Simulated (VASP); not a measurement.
# SrO: single point with PBE

Crystal: SrO.

```xyz
2
Lattice="0.0000 2.6222 2.6222 2.6222 0.0000 2.6222 2.6222 2.6222 0.0000" Properties=species:S:1:pos:R:3 pbc="T T T"
Sr    2.6222    2.6222    2.6222
O     0.0000    0.0000    0.0000
```

This cell differs from its parent crystal: volume changed by +5%.

```json
{
 "Program": "VASP 6.6.1",
 "Task": "single point",
 "Functional": "PBE",
 "Potentials or basis": "VASP PAW PBE potentials, release 64 (Sr_sv, O)",
 "Cutoff": "600 eV",
 "k mesh": "4 × 4 × 4",
 "Occupations": "gaussian, width 0.01 eV",
 "Spin": "no spin polarisation",
 "Dipole correction": "no",
 "Further INCAR settings": "ALGO = Normal; EDIFF = 1e-06; NBANDS = 15"
}
```

| Property | Result |
| --- | --- |
| Pressure | -1.9 GPa |
| Band gap on the k mesh | 3.29 eV, indirect (least direct gap 3.41 eV) |

Levels at points of the mesh, in eV from the valence-band top:
```csv
k point,band 5,band 6,band 7,band 8,band 9,band 10,band 11,band 12
"(0.00, 0.00, 0.00)",-14.30,0.00,0.00,0.00,3.57,6.07,6.07,6.07
"(0.50, 0.00, 0.00)",-13.12,-2.06,-1.03,-1.03,6.29,7.98,8.50,8.50
"(0.50, 0.50, 0.00)",-14.61,-0.52,-0.12,-0.12,3.29,7.36,9.78,9.86
```

Wall time 19 s on 1 thread of AMD EPYC 7R13 (shared host), peak memory 0.14 GiB.

Caveat: the k points lie up to 0.52 Å⁻¹ apart. A k mesh can miss the band edges.
